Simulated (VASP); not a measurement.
**B: single point with r2SCAN**

The system is B.

```
B
1.0
    -1.06084    1.06084    1.61391
     1.06084   -1.06084    1.61391
     1.06084    1.06084   -1.61391
B
1
Cartesian
  0.0000 0.0000 0.0000
```

| Quantity | Value |
| --- | --- |
| Program | VASP 6.6.1 |
| Task | single point |
| Functional | r2SCAN |
| Potentials or basis | VASP PAW PBE potentials, release 64 (B) |
| Cutoff | 550 eV |
| k mesh | 12 × 12 × 12 |
| Occupations | gaussian, width 0.1 eV |
| Spin | no spin polarisation |
| Dipole correction | no |
| Further INCAR settings | ALGO = Normal; EDIFF = 1e-06; NBANDS = 8 |

* Pressure: -38.8 GPa
* Band gap on the k mesh: zero (an odd number of electrons rules out a gap without spin polarisation)

Stress tensor (GPa, compression positive):
```
-34.12   0.00   0.00
  0.00 -34.12   0.00
  0.00   0.00 -48.14
```

Levels at points of the mesh, in eV from the Fermi level:
```csv
k point,band 1,band 2,band 3,band 4
"(0.00, 0.00, 0.00)",-17.99,14.42,14.49,14.49
"(0.50, 0.00, 0.00)",-8.76,-5.89,10.78,12.86
"(0.50, 0.50, 0.00)",-5.81,0.14,4.62,5.73
"(0.50, 0.50, 0.50)",-7.25,-2.66,6.94,6.94
```

Wall time 75 s on 1 thread of AMD EPYC 7R13, with other jobs on the host, peak memory 0.09 GiB.

Caveat: the cell stands under tension; the PAW data sets were made with another functional, which shifts forces and pressure a little.
